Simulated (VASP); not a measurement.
The system is CdSe.

```
CELL_PARAMETERS angstrom
0.00000 3.19111 3.19111
3.19111 0.00000 3.19111
3.19111 3.19111 0.00000
ATOMIC_POSITIONS crystal
Cd 0.00000 0.00000 0.00000
Se 0.25000 0.25000 0.25000
```

This cell differs from its parent crystal: strain +4.0%.

Base run:

* Program: VASP 6.6.1
* Functional: PBE
* Potentials or basis: VASP PAW PBE potentials, release 64 (Cd, Se)
* Cutoff: 520 eV
* k mesh: 8 × 8 × 8
* Occupations: fermi-dirac, width 0.02 eV
* Spin: no spin polarisation

Its results: band gap on the k mesh 0.31 eV, direct; pressure -3.1 GPa.

**Question.** The run is repeated on the same cell with these changes: functional from PBE to r2SCAN; occupations from fermi-dirac, width 0.02 eV to gaussian, width 0.01 eV. What comes out?

**Answer.** Band gap on the k mesh 0.76 eV, direct; pressure -4.5 GPa.

Caveats: the PAW data sets were made with another functional, which shifts forces and pressure a little (some runs).

